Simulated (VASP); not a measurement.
The system is CuI.

```
Cu I
1.0
     5.26391    0.00000    0.00000
     0.03123    5.26381    0.00000
     0.00000    0.00000    4.30700
Cu I
2 2
Direct
  0.42044 0.57956 0.75000
  0.57956 0.42044 0.25000
  0.77004 0.22996 0.75000
  0.22996 0.77004 0.25000
```

| Property | Result |
| --- | --- |
| Program | VASP 6.6.1 |
| Task | relaxation of volume and atoms at fixed shape |
| Functional | PBEsol |
| Potentials or basis | VASP PAW PBE potentials, release 64 (Cu, I) |
| Cutoff | 600 eV |
| k mesh | 3 × 3 × 4 |
| Occupations | gaussian, width 0.01 eV |
| Spin | no spin polarisation |

At the start: pressure -1.1 GPa; volume 29.83 Å³/atom.

**Question.** Where does the relaxation end?

**Answer.** Over 11 steps the energy falls by 3.7 meV/atom and the volume is 28.80 Å³/atom (-3.5 %); space group Cmcm (No. 63, to 0.1 Å) before and after.

The path:
| step | energy change (eV) | largest force (eV/Å) | pressure (GPa) | volume (Å³) |
| --- | --- | --- | --- | --- |
| 1 | 0.0000 | 0.1476 | -1.09 | 119.34 |
| 2 | -0.0100 | 0.1693 | -0.85 | 115.87 |
| 3 | 0.0506 | 0.7662 | 3.04 | 110.49 |
| 4 | -0.0064 | 0.2682 | 0.71 | 114.88 |
| 5 | -0.0087 | 0.2141 | 0.42 | 115.41 |
| 6 | -0.0093 | 0.1953 | 0.50 | 115.60 |
| 7 | -0.0097 | 0.1817 | 0.41 | 115.74 |
| 8 | -0.0113 | 0.0351 | -0.38 | 117.00 |
| 9 | -0.0118 | 0.0644 | -0.19 | 116.54 |
| 10 | -0.0129 | 0.0509 | -0.16 | 116.21 |
| 11 | -0.0150 | 0.0119 | -0.23 | 115.20 |

Final structure:
```xyz
4
Lattice="5.2023 0.0000 0.0000 0.0309 5.2022 0.0000 0.0000 0.0000 4.2566" Properties=species:S:1:pos:R:3 pbc="T T T"
Cu    2.1934    3.0268    3.1924
Cu    3.0398    2.1754    1.0641
I     4.0240    1.1853    3.1924
I     1.2091    4.0169    1.0641
```

Caveat: the PAW data sets were made with another functional, which shifts forces and pressure a little.
